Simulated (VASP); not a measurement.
# GaP (zinc blende) (F-43m) in VASP: single point with r2SCAN

Aim: the single point of GaP (zinc blende) with r2SCAN.

Everything below comes from runs of VASP 6.6.1. Logs are shortened: lines on timing, memory, paths and dates and some standing lists are left out, and cuts for length are marked.

### Step 1. The cell of the first run

Symmetry: F-43m, No. 216, cubic system. Conventional cell: a = 5.522 Å, b = 5.522 Å, c = 5.522 Å, α = 90.00°, β = 90.00°, γ = 90.00°. Ga (site symmetry -43m) has 4 P at 2.39 Å within 3.2 Å. Within 3.2 Å of P (site symmetry -43m) lie 4 Ga at 2.39 Å.

### Step 2. Single point, r2SCAN (volume scaled by 1.04)

Contents of POSCAR:

```
GaP
1.0
    0.0000000000      2.7608593754      2.7608593754
    2.7608593754      0.0000000000      2.7608593754
    2.7608593754      2.7608593754      0.0000000000
Ga P
1 1
Direct
    0.0000000000      0.0000000000      0.0000000000
    0.2500000000      0.2500000000      0.2500000000
```

Contents of INCAR.step1:

```
SYSTEM = GaP
  ALGO = Normal
  EDIFF = 1E-4
  ENCUT = 520
  GGA = PE
  ISMEAR = 0
  LASPH = .True.
  LCHARG = .False.
  LREAL = .False.
  LWAVE = .True.
  NBANDS = 16
  NELM = 80
  PREC = Accurate
  SIGMA = 0.01
```

Contents of INCAR.step2:

```
SYSTEM = GaP
  ALGO = Normal
  EDIFF = 1E-6
  ENCUT = 520
  ISIF = 2
  ISMEAR = 0
  ISTART = 1
  LASPH = .True.
  LCHARG = .False.
  LMIXTAU = .True.
  LREAL = .False.
  LWAVE = .False.
  METAGGA = R2SCAN
  NBANDS = 16
  NELM = 80
  PREC = Accurate
  SIGMA = 0.01
```

Contents of KPOINTS:

```
k-points
0
Gamma
  10 10 10
  0 0 0
```

Potentials or basis: VASP PAW PBE potentials, release 64 (Ga_d, P).

Run with:

```console
> cat potpaw_PBE.64/Ga_d/POTCAR potpaw_PBE.64/P/POTCAR > POTCAR
> cp INCAR.step1 INCAR
> mpirun -np 1 vasp_std > vasp.out
> cp INCAR.step2 INCAR
> mpirun -np 1 vasp_std > vasp.out
```

OUTCAR:

```text
SYSTEM = GaP
   EDIFF = 1E-6
   ENCUT = 520
   ISIF = 2
   ISMEAR = 0
   ISTART = 1
   LASPH = .True.
   LREAL = .False.
   METAGGA = R2SCAN
   NELM = 80
   PREC = Accurate

 ion  position               nearest neighbor table
   1  0.000  0.000  0.000-   2 2.39   2 2.39   2 2.39   2 2.39
   2  0.250  0.250  0.250-   1 2.39   1 2.39   1 2.39   1 2.39

  LATTYP: Found a face centered cubic cell.
 ALAT       =     5.5217187508

  Lattice vectors:

 A1 = (   0.0000000000,   2.7608593754,   2.7608593754)
 A2 = (   2.7608593754,   0.0000000000,   2.7608593754)
 A3 = (   2.7608593754,   2.7608593754,   0.0000000000)

Analysis of symmetry for initial positions (statically):
=====================================================================
 Subroutine PRICEL returns:
 Original cell was already a primitive cell.

 Routine SETGRP: Setting up the symmetry group for a
 face centered cubic supercell.

 Subroutine GETGRP returns: Found 24 space group operations
 (whereof 24 operations were pure point group operations)
 out of a pool of 48 trial point group operations.

The static configuration has the point symmetry T_d .

Analysis of symmetry for dynamics (positions and initial velocities):
=====================================================================
 Subroutine PRICEL returns:
 Original cell was already a primitive cell.

 Routine SETGRP: Setting up the symmetry group for a
 face centered cubic supercell.

 Subroutine GETGRP returns: Found 24 space group operations
 (whereof 24 operations were pure point group operations)
 out of a pool of 48 trial point group operations.

The dynamic configuration has the point symmetry T_d .

 Subroutine INISYM returns: Found 24 space group operations
 (whereof 24 operations are pure point group operations),
 and found     1 'primitive' translations

----------------------------------------------------------------------------------------

                                     Primitive cell

  volume of cell :      42.0884

  direct lattice vectors                    reciprocal lattice vectors
     0.000000000  2.760859375  2.760859375    -0.181103031  0.181103031  0.181103031
     2.760859375  0.000000000  2.760859375     0.181103031 -0.181103031  0.181103031
     2.760859375  2.760859375  0.000000000     0.181103031  0.181103031 -0.181103031

  length of vectors
     3.904444772  3.904444772  3.904444772     0.313679650  0.313679650  0.313679650

  position of ions in fractional coordinates (direct lattice)
     0.000000000  0.000000000  0.000000000
     0.250000000  0.250000000  0.250000000

  ion indices of the primitive-cell ions
   primitive index   ion index
                 1           1
                 2           2

----------------------------------------------------------------------------------------

 KPOINTS: k-points

Automatic generation of k-mesh.
 Grid dimensions read from file:
 generate k-points for:   10   10   10

 Generating k-lattice:

  Cartesian coordinates                     Fractional coordinates (reciprocal lattice)
    -0.018110303  0.018110303  0.018110303     0.100000000  0.000000000  0.000000000
     0.018110303 -0.018110303  0.018110303     0.000000000  0.100000000  0.000000000
     0.018110303  0.018110303 -0.018110303     0.000000000  0.000000000  0.100000000

  Length of vectors
     0.031367965  0.031367965  0.031367965

  Shift w.r.t. Gamma in fractional coordinates (k-lattice)
     0.000000000  0.000000000  0.000000000

 Subroutine IBZKPT returns following result:
 ===========================================

 Found     47 irreducible k-points:

 Following reciprocal coordinates:
            Coordinates               Weight
  0.000000  0.000000  0.000000      1.000000
  0.100000  0.000000  0.000000      8.000000
  0.200000  0.000000  0.000000      8.000000
  0.300000  0.000000  0.000000      8.000000
  0.400000  0.000000  0.000000      8.000000
  0.500000  0.000000  0.000000      4.000000
[... 16 lines left out ...]
  0.300000  0.300000  0.000000      6.000000
  0.400000  0.300000  0.000000     24.000000
 [... further k-points ...]
   k-points           NKPTS =     47   k-points in BZ     NKDIM =     47   number of bands    NBANDS=     16
   number of dos      NEDOS =    301   number of ions     NIONS =      2
   total plane-waves  NPLWV =  27000
   dimension x,y,z NGX =    30 NGY =   30 NGZ =   30
   dimension x,y,z NGXF=    60 NGYF=   60 NGZF=   60
   ions per type =               1   1
   NGX,Y,Z   is equivalent  to a cutoff of  12.77, 12.77, 12.77 a.u.
   NGXF,Y,Z  is equivalent  to a cutoff of  25.55, 25.55, 25.55 a.u.
 SYSTEM =  GaP
   PREC   = accura    normal or accurate (medium, high low for compatibility)
   ISTART =      1    job   : 0-new  1-cont  2-samecut
   ICHARG =      0    charge: 1-file 2-atom 10-const
   ISPIN  =      1    spin polarized calculation?
   LNONCOLLINEAR =      F non collinear calculations
   LSORBIT =      F    spin-orbit coupling
   LASPH  =      T    aspherical Exc in radial PAW
   ENCUT  =  520.0 eV  38.22 Ry    6.18 a.u.   7.26  7.26  7.26*2*pi/ulx,y,z
   NELM   =     80;   NELMIN=  2; NELMDL=  0     # of ELM steps
   EDIFF  = 0.1E-05   stopping-criterion for ELM
   LREAL  =      F    real-space projection
   EDIFFG = 0.1E-04   stopping-criterion for IOM
   NSW    =      0    number of steps for IOM
   IBRION =     -1    ionic relax: 0-MD 1-quasi-New 2-CG
   NFREE  =      0    steps in history (QN), initial steepest desc. (CG)
   ISIF   =      2    stress and relaxation
   ISYM   =      2    0-nonsym 1-usesym 2-fastsym
   POTIM  = 0.5000    time-step for ionic-motion
   TEBEG  =    0.0;   TEEND  =   0.0 temperature during run
   PSTRESS=    0.0 pullay stress
   NELECT =      18.0000    total number of electrons
   NUPDOWN=      -1.0000    fix difference up-down
   EMIN   =  10.00;   EMAX   =-10.00  energy-range for DOS
   EFERMI =   0.00;   METHOD = LEGACY
   ISMEAR =     0;   SIGMA  =   0.01  broadening in eV -4-tet -1-fermi 0-gaus
   EFERMI_NEDOS =   21; number of points for ismear=-14 and -15
   IALGO  =     38    algorithm
   IMIX   =      4    mixing-type and parameters
     AMIX     =   0.40;   BMIX     =  1.00
     AMIX_MAG =   1.60;   BMIX_MAG =  1.00
  volume/ion in A,a.u.               =      21.04       142.01
  Fermi-wavevector in a.u.,A,eV,Ry     =   1.233421  2.330828 20.698919  1.521328
  Thomas-Fermi vector in A             =   2.368152
   LORBIT       =      0    0 simple, 1 ext, 2 COOP (PROOUT), +10 PAW based schemes
   METAGGA = R2SCAN    functional components
   LHFCALC =     F    Hartree Fock is set to
   AEXX    =    0.0000 exact exchange contribution
   IVDW    =     0    specifies the selected vdW correction
   LEPSILON=     F    determine dielectric tensor
   LRPA    =     F    only Hartree local field effects (RPA)
 non-spin polarized calculation
 Gauss-broadening in eV      SIGMA  =   0.01
  energy-cutoff  :      520.00
  volume of cell :       42.09
 maximum number of plane-waves:      1158
 NGX is ok and might be reduce to    30
   NGX = 15   NGY = 15   NGZ = 15

 number of electron      18.0000007 magnetization

 Free energy of the ion-electron system (eV)
  ---------------------------------------------------
  ext. energy  EPLUGINS =         0.00000000
  ---------------------------------------------------
  free energy    TOTEN  =       -21.44817962 eV

  energy without entropy =      -21.44817962  energy(sigma->0) =      -21.44817962

 E-fermi :   4.1255     XC(G=0): -10.3605

 val. band max:        4.0688487184   @ k =   0.0000   0.0000   0.0000
 cond. band min:       5.9813764170   @ k =   0.5000   0.0000   0.0000
 fundamental gap:      1.9125276986
 Fermi energy:         4.1254865060

 k-point     1 :       0.0000    0.0000    0.0000
  band No.  band energies     occupation
      1     -10.8603      2.00000
      2     -10.8603      2.00000
      3     -10.8603      2.00000
      4     -10.7588      2.00000
      5     -10.7588      2.00000
      6      -8.6571      2.00000
[... 8 lines left out ...]
     15      14.2910      0.00000
     16      14.2910      0.00000

 k-point     2 :       0.1000    0.0000    0.0000
  band No.  band energies     occupation
      1     -10.8691      2.00000
      2     -10.8574      2.00000
      3     -10.8574      2.00000
      4     -10.7588      2.00000
      5     -10.7588      2.00000
      6      -8.5269      2.00000
[... 8 lines left out ...]
     15      13.8368      0.00000
     16      13.9575      0.00000

 k-point     3 :       0.2000    0.0000    0.0000
  band No.  band energies     occupation
      1     -10.8905      2.00000
      2     -10.8503      2.00000
      3     -10.8503      2.00000
      4     -10.7583      2.00000
      5     -10.7583      2.00000
      6      -8.1506      2.00000
[... 8 lines left out ...]
     15      13.4214      0.00000
     16      14.6727      0.00000

 k-point     4 :       0.3000    0.0000    0.0000
  band No.  band energies     occupation
      1     -10.9146      2.00000
      2     -10.8426      2.00000
      3     -10.8426      2.00000
      4     -10.7564      2.00000
      5     -10.7564      2.00000
      6      -7.5784      2.00000
[... 8 lines left out ...]
     15      13.8363      0.00000
     16      14.3082      0.00000
[... 324 lines left out ...]
 k-point    22 :      -0.2000    0.2000    0.0000
  band No.  band energies     occupation
      1     -10.9210      2.00000
      2     -10.8382      2.00000
      3     -10.8363      2.00000
      4     -10.7617      2.00000
      5     -10.7548      2.00000
      6      -7.3819      2.00000
[... 8 lines left out ...]
     15      15.8531      0.00000
     16      16.6326      0.00000

 k-point    23 :       0.3000    0.3000    0.0000
  band No.  band energies     occupation
      1     -10.9421      2.00000
      2     -10.8207      2.00000
      3     -10.8207      2.00000
      4     -10.7783      2.00000
      5     -10.7454      2.00000
      6      -7.2028      2.00000
[... 8 lines left out ...]
     15      15.6826      0.00000
     16      18.3106      0.00000

 k-point    24 :       0.4000    0.3000    0.0000
  band No.  band energies     occupation
      1     -10.9541      2.00000
      2     -10.8150      2.00000
      3     -10.8132      2.00000
      4     -10.7808      2.00000
      5     -10.7434      2.00000
      6      -6.6918      2.00000
[... 8 lines left out ...]
     15      16.3621      0.00000
     16      18.3067      0.00000

 [... further k-points ...]
[... 5 lines left out ...]
  --------------------------------------------------------------------------------------
  -------------------------------------------------------------------------------------
  Total       -0.8339685     -0.8339685     -0.8339685     -0.0000000      0.0000000     -0.0000000
  in kB      -31.7466125    -31.7466125    -31.7466125     -0.0000000      0.0000000     -0.0000000
  external PRESSURE =     -31.7466125 kB  Pullay stress =       0.0000000 kB

 VOLUME and BASIS-vectors are now :
 -----------------------------------------------------------------------------
  energy-cutoff  :      520.00
  volume of cell :       42.09
      direct lattice vectors                 reciprocal lattice vectors
     0.000000000  2.760859375  2.760859375    -0.181103031  0.181103031  0.181103031
     2.760859375  0.000000000  2.760859375     0.181103031 -0.181103031  0.181103031
     2.760859375  2.760859375  0.000000000     0.181103031  0.181103031 -0.181103031

 POSITION                                       TOTAL-FORCE (eV/Angst)
 -----------------------------------------------------------------------------------
      0.00000      0.00000      0.00000         0.000000      0.000000      0.000000
      1.38043      1.38043      1.38043        -0.000000     -0.000000     -0.000000
 -----------------------------------------------------------------------------------
    total drift:                                0.000005      0.000005      0.000005

  FREE ENERGIE OF THE ION-ELECTRON SYSTEM (eV)
  ---------------------------------------------------
  free  energy   TOTEN  =       -21.4481796211 eV

  energy  without entropy=      -21.4481796211  energy(sigma->0) =      -21.44817962
```

Wall time 3.4 min (1 thread of Intel Xeon 8259CL, shared host); peak memory 0.18 GiB.

What came out:

```yaml
Free_energy: -21.4482 eV
Pressure: -3.2 GPa
Band_gap_on_the_k_mesh: 1.91 eV, indirect (least direct gap 2.00 eV)
```

Caveat: the PAW data sets were made with another functional, which shifts forces and pressure a little.
